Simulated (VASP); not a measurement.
# Al3BiO3 (P1) in VASP: single point with PBE

Aim: the single point of Al3BiO3 with PBE.

Program: VASP 6.6.1. These are calculated values, not measurements. Logs are shortened: lines on timing, memory, paths and dates and some standing lists are left out, and cuts for length are marked.

### 1 The cell of the first run

The typed cell holds 14 atoms: a = 3.118 Å, b = 10.240 Å, c = 9.374 Å, α = 123.10°, β = 89.97°, γ = 90.05°.

### 2 Single point, PBE

File INCAR:

```
SYSTEM = Al3BiO3
ALGO = Normal
EDIFF = 1E-7
ENCUT = 520
GGA = PE
ISIF = 2
ISMEAR = 0
LASPH = .TRUE.
LCHARG = .FALSE.
LREAL = .FALSE.
LWAVE = .FALSE.
NBANDS = 55
NELM = 80
PREC = Accurate
SIGMA = 0.2
```

File KPOINTS:

```
k-points
0
G
  8 3 3
  0 0 0
```

File POSCAR:

```
Al3BiO3
1.0
   -0.0017159934      0.0006379141      3.1181639480
   10.2400100273      0.0031963926     -0.0038966461
   -5.1215945217      7.8512564128     -0.0001668776
Al Bi O
6 2 6
Direct
    0.2495797700      0.6749845811      0.8422766328
    0.7495831577      0.8706275855      0.2031483922
    0.2497495556      0.1973843692      0.3574361669
    0.7503927515      0.3247825110      0.1576335046
    0.7497097611      0.8028014981      0.6425934045
    0.2498658044      0.1293489081      0.7969076469
    0.7516779023      0.6502266639      0.2970664768
    0.2506332090      0.3496298810      0.7028428828
    0.7496011514      0.7536211443      0.9694569573
    0.2502396255      0.9854969425      0.2535015944
    0.7504124363      0.2308477065      0.2775599558
    0.2503306292      0.2463006206      0.0305719082
    0.2490102299      0.7693012357      0.7225276841
    0.7492140161      0.0146463527      0.7464767928
```

Potentials or basis: VASP PAW PBE potentials, release 64 (Al, Bi_d, O).

Command:

```sh
$ cat potpaw_PBE.64/Al/POTCAR potpaw_PBE.64/Bi_d/POTCAR potpaw_PBE.64/O/POTCAR > POTCAR
$ mpirun -np 1 vasp_std > vasp.out
```

OUTCAR:

```text
SYSTEM = Al3BiO3
   EDIFF = 1E-7
   ENCUT = 520
   GGA = PE
   ISIF = 2
   ISMEAR = 0
   LASPH = .TRUE.
   LREAL = .FALSE.
   NELM = 80
   PREC = Accurate

 ion  position               nearest neighbor table
   1  0.250  0.675  0.842-  13 1.84   9 1.86   9 1.86   8 2.84   5 3.21   5 3.21   2 3.24   2 3.24

   2  0.750  0.871  0.203-   9 1.84  10 1.85  10 1.85   7 2.84   3 3.23   3 3.23   1 3.24   1 3.24

   3  0.250  0.197  0.357-  10 1.83  11 1.84  11 1.84   8 2.72   4 3.21   4 3.21   2 3.23   2 3.23
[... 7 lines left out ...]
   7  0.752  0.650  0.297-   5 2.72   2 2.84   4 2.84
   8  0.251  0.350  0.703-   3 2.72   6 2.84   1 2.84
   9  0.750  0.754  0.969-   2 1.84   1 1.86   1 1.86
  10  0.250  0.985  0.254-   3 1.83   2 1.85   2 1.85
  11  0.750  0.231  0.278-   4 1.84   3 1.84   3 1.84
  12  0.250  0.246  0.031-   6 1.83   4 1.86   4 1.86
  13  0.249  0.769  0.723-   1 1.84   5 1.84   5 1.84
  14  0.749  0.015  0.746-   5 1.83   6 1.85   6 1.85

  LATTYP: Found a triclinic cell.
 ALAT       =    10.7070173616
 B/A-ratio  =     0.8755059772
 C/A-ratio  =     0.2912262472
 COS(alpha) =     0.0004542170
 COS(beta)  =     0.2921164383
 COS(gamma) =     0.5224100898

  Lattice vectors:

 A1 = (  10.2417260207,   0.0025584785,  -3.1220605941)
 A2 = (   5.1215945217,  -7.8512564128,   0.0001668776)
 A3 = (   0.0017159934,  -0.0006379141,  -3.1181639480)

Analysis of symmetry for initial positions (statically):
=====================================================================
 Subroutine PRICEL returns:
 Original cell was already a primitive cell.

 Routine SETGRP: Setting up the symmetry group for a
 triclinic supercell.

 Subroutine GETGRP returns: Found  1 space group operations
 (whereof  1 operations were pure point group operations)
 out of a pool of  2 trial point group operations.

The static configuration has the point symmetry C_1 .

Analysis of symmetry for dynamics (positions and initial velocities):
=====================================================================
 Subroutine PRICEL returns:
 Original cell was already a primitive cell.

 Routine SETGRP: Setting up the symmetry group for a
 triclinic supercell.

 Subroutine GETGRP returns: Found  1 space group operations
 (whereof  1 operations were pure point group operations)
 out of a pool of  2 trial point group operations.

The dynamic configuration has the point symmetry C_1 .

 Subroutine INISYM returns: Found  1 space group operations
 (whereof  1 operations are pure point group operations),
 and found     1 'primitive' translations

----------------------------------------------------------------------------------------

                                     Primitive cell

  volume of cell :     250.7419

  direct lattice vectors                    reciprocal lattice vectors
    -0.001715993  0.000637914  3.118163948     0.000122010  0.000086407  0.320701596
    10.240010027  0.003196393 -0.003896646     0.097636289  0.063690888  0.000040701
    -5.121594522  7.851256413 -0.000166878    -0.000039759  0.127342213 -0.000026074

  length of vectors
     3.118164485 10.240011268  9.374057698     0.320701631  0.116573478  0.127342222

  position of ions in fractional coordinates (direct lattice)
     0.249579770  0.674984581  0.842276633
     0.749583158  0.870627586  0.203148392
     0.249749556  0.197384369  0.357436167
     0.750392752  0.324782511  0.157633505
     0.749709761  0.802801498  0.642593404
     0.249865804  0.129348908  0.796907647
     0.751677902  0.650226664  0.297066477
     0.250633209  0.349629881  0.702842883
     0.749601151  0.753621144  0.969456957
     0.250239626  0.985496942  0.253501594
     0.750412436  0.230847707  0.277559956
     0.250330629  0.246300621  0.030571908
     0.249010230  0.769301236  0.722527684
     0.749214016  0.014646353  0.746476793

  ion indices of the primitive-cell ions
   primitive index   ion index
                 1           1
                 2           2
                 3           3
                 4           4
                 5           5
                 6           6
                 7           7
                 8           8
                 9           9
                10          10
                11          11
                12          12
                13          13
                14          14

----------------------------------------------------------------------------------------

 KPOINTS: k-points

Automatic generation of k-mesh.
 Grid dimensions read from file:
 generate k-points for:    8    3    3

 Generating k-lattice:

  Cartesian coordinates                     Fractional coordinates (reciprocal lattice)
     0.000015251  0.000010801  0.040087699     0.125000000  0.000000000  0.000000000
     0.032545430  0.021230296  0.000013567     0.000000000  0.333333333 -0.000000000
    -0.000013253  0.042447404 -0.000008691     0.000000000  0.000000000  0.333333333

  Length of vectors
     0.040087704  0.038857826  0.042447407

  Shift w.r.t. Gamma in fractional coordinates (k-lattice)
     0.000000000  0.000000000  0.000000000

 Subroutine IBZKPT returns following result:
 ===========================================

 Found     37 irreducible k-points:

 Following reciprocal coordinates:
            Coordinates               Weight
  0.000000  0.000000  0.000000      1.000000
  0.125000  0.000000  0.000000      2.000000
  0.250000  0.000000  0.000000      2.000000
  0.375000 -0.000000 -0.000000      2.000000
  0.500000  0.000000  0.000000      1.000000
  0.000000  0.333333 -0.000000      2.000000
[... 16 lines left out ...]
  0.125000  0.333333  0.333333      2.000000
  0.250000  0.333333  0.333333      2.000000
 [... further k-points ...]
   k-points           NKPTS =     37   k-points in BZ     NKDIM =     37   number of bands    NBANDS=     55
   number of dos      NEDOS =    301   number of ions     NIONS =     14
   total plane-waves  NPLWV = 134400
   dimension x,y,z NGX =    24 NGY =   80 NGZ =   70
   dimension x,y,z NGXF=    48 NGYF=  160 NGZF=  140
   ions per type =               6   2   6
   NGX,Y,Z   is equivalent  to a cutoff of  12.80, 12.99, 12.41 a.u.
   NGXF,Y,Z  is equivalent  to a cutoff of  25.59, 25.98, 24.83 a.u.
 SYSTEM =  Al3BiO3
   PREC   = accura    normal or accurate (medium, high low for compatibility)
   ISTART =      0    job   : 0-new  1-cont  2-samecut
   ICHARG =      2    charge: 1-file 2-atom 10-const
   ISPIN  =      1    spin polarized calculation?
   LNONCOLLINEAR =      F non collinear calculations
   LSORBIT =      F    spin-orbit coupling
   LASPH  =      T    aspherical Exc in radial PAW
   ENCUT  =  520.0 eV  38.22 Ry    6.18 a.u.   5.80 19.04 17.43*2*pi/ulx,y,z
   NELM   =     80;   NELMIN=  2; NELMDL= -5     # of ELM steps
   EDIFF  = 0.1E-06   stopping-criterion for ELM
   LREAL  =      F    real-space projection
   EDIFFG = 0.1E-05   stopping-criterion for IOM
   NSW    =      0    number of steps for IOM
   IBRION =     -1    ionic relax: 0-MD 1-quasi-New 2-CG
   NFREE  =      0    steps in history (QN), initial steepest desc. (CG)
   ISIF   =      2    stress and relaxation
   ISYM   =      2    0-nonsym 1-usesym 2-fastsym
   POTIM  = 0.5000    time-step for ionic-motion
   TEBEG  =    0.0;   TEEND  =   0.0 temperature during run
   PSTRESS=    0.0 pullay stress
   NELECT =      84.0000    total number of electrons
   NUPDOWN=      -1.0000    fix difference up-down
   EMIN   =  10.00;   EMAX   =-10.00  energy-range for DOS
   EFERMI =   0.00;   METHOD = LEGACY
   ISMEAR =     0;   SIGMA  =   0.20  broadening in eV -4-tet -1-fermi 0-gaus
   EFERMI_NEDOS =   21; number of points for ismear=-14 and -15
   IALGO  =     38    algorithm
   IMIX   =      4    mixing-type and parameters
     AMIX     =   0.40;   BMIX     =  1.00
     AMIX_MAG =   1.60;   BMIX_MAG =  1.00
  volume/ion in A,a.u.               =      17.91       120.86
  Fermi-wavevector in a.u.,A,eV,Ry     =   1.136996  2.148611 17.589070  1.292760
  Thomas-Fermi vector in A             =   2.273701
   LORBIT       =      0    0 simple, 1 ext, 2 COOP (PROOUT), +10 PAW based schemes
   GGA     = PE    functional components
   LHFCALC =     F    Hartree Fock is set to
   AEXX    =    0.0000 exact exchange contribution
   IVDW    =     0    specifies the selected vdW correction
   LEPSILON=     F    determine dielectric tensor
   LRPA    =     F    only Hartree local field effects (RPA)
 non-spin polarized calculation
 Gauss-broadening in eV      SIGMA  =   0.20
  energy-cutoff  :      520.00
  volume of cell :      250.74
 maximum number of plane-waves:      6777
   NGX = 11   NGY = 39   NGZ = 35

 number of electron      84.0000005 magnetization

 Free energy of the ion-electron system (eV)
  ---------------------------------------------------
  ext. energy  EPLUGINS =         0.00000000
  ---------------------------------------------------
  free energy    TOTEN  =       -86.88432769 eV

  energy without entropy =      -86.84689680  energy(sigma->0) =      -86.86561225

 E-fermi :   6.2810     XC(G=0):  -9.0959

 val. band max:        6.1577124633   @ k =  -0.2500  -0.3333   0.3333
 cond. band min:       6.3016673773   @ k =  -0.0000  -0.3333   0.3333
 fundamental gap:      0.1439549139
 Fermi energy:         6.2809801217

 k-point     1 :       0.0000    0.0000    0.0000
  band No.  band energies     occupation
      1     -16.8495      2.00000
      2     -16.8477      2.00000
      3     -16.6456      2.00000
      4     -16.6439      2.00000
      5     -16.6249      2.00000
      6     -16.6222      2.00000
[... 1357 lines left out ...]
     53      10.4270      0.00000
     54      10.7496      0.00000

 [... further k-points ...]

 [bands above 54 left out]

------------------------ aborting loop because EDIFF is reached ----------------------------------------

  FORCE on cell =-STRESS in cart. coord.  units (eV):
  Direction    XX          YY          ZZ          XY          YZ          ZX
  --------------------------------------------------------------------------------------
  -------------------------------------------------------------------------------------
  Total       -0.2364650     -0.1862367     -0.0285029     -0.0083383      0.0071542     -0.0043709
  in kB       -1.5109520     -1.1900057     -0.1821265     -0.0532797      0.0457133     -0.0279287
  external PRESSURE =      -0.9610281 kB  Pullay stress =       0.0000000 kB

 VOLUME and BASIS-vectors are now :
 -----------------------------------------------------------------------------
  energy-cutoff  :      520.00
  volume of cell :      250.74
      direct lattice vectors                 reciprocal lattice vectors
    -0.001715993  0.000637914  3.118163948     0.000122010  0.000086407  0.320701596
    10.240010027  0.003196393 -0.003896646     0.097636289  0.063690888  0.000040701
    -5.121594522  7.851256413 -0.000166878    -0.000039759  0.127342213 -0.000026074

 POSITION                                       TOTAL-FORCE (eV/Angst)
 -----------------------------------------------------------------------------------
      2.59762      6.61525      0.77546         0.009087      0.020687     -0.005322
      7.87351      1.59823      2.33390         0.000425     -0.023390      0.012128
      0.19015      2.80711      0.77793        -0.007422      0.008157      0.020485
      2.51715      1.23914      2.33856         0.017220     -0.017778      0.000364
      4.92831      5.04821      2.33448        -0.014909     -0.009135     -0.021152
     -2.75733      6.25730      0.77849         0.013893      0.021342     -0.010716
      5.13558      2.33490      2.34127         0.011192      0.009113      0.000140
     -0.01989      5.51948      0.78004        -0.009595     -0.004395     -0.000538
      2.75064      7.61434      2.33428         0.000033     -0.017995     -0.000178
      8.79274      1.99362      0.77641        -0.027931      0.017857     -0.016816
      0.94105      2.18041      2.33896         0.019698      0.002273     -0.017209
      2.36511      0.24097      0.77961        -0.005296      0.011290     -0.002681
      4.17673      5.67537      0.77334        -0.026551     -0.000289      0.023617
     -3.67446      5.86131      2.33599         0.020155     -0.017736      0.017878
 -----------------------------------------------------------------------------------
    total drift:                                0.000155      0.000109      0.000389

  FREE ENERGIE OF THE ION-ELECTRON SYSTEM (eV)
  ---------------------------------------------------
  free  energy   TOTEN  =       -86.8843276939 eV

  energy  without entropy=      -86.8468968048  energy(sigma->0) =      -86.86561225
```

It took 14 min on 1 thread of Oxide Virtual Turin-like, shared host; peak memory 0.56 GiB.

What came out:

| Item | Value |
| --- | --- |
| Free energy | -86.8843 eV |
| Pressure | -0.1 GPa |
| Largest force | 0.037 eV/Å |
| Band gap on the k mesh | zero (bands 42 and 43 overlap by 0.61 eV) |

Forces in eV/Å, atoms in the order of the input:
```
Al   0.009  0.021 -0.005
Al   0.000 -0.023  0.012
Al  -0.007  0.008  0.020
Al   0.017 -0.018  0.000
Al  -0.015 -0.009 -0.021
Al   0.014  0.021 -0.011
Bi   0.011  0.009  0.000
Bi  -0.010 -0.004 -0.001
O    0.000 -0.018  0.000
O   -0.028  0.018 -0.017
O    0.020  0.002 -0.017
O   -0.005  0.011 -0.003
O   -0.027  0.000  0.024
O    0.020 -0.018  0.018
```

Stress tensor (GPa, compression positive):
```
-0.15 -0.01  0.00
-0.01 -0.12  0.00
 0.00  0.00 -0.02
```

Caveat: spin-orbit coupling is left out, which moves the levels of the heavy elements.

The gap in the log of VASP goes by the Fermi energy; the results here count the filled bands.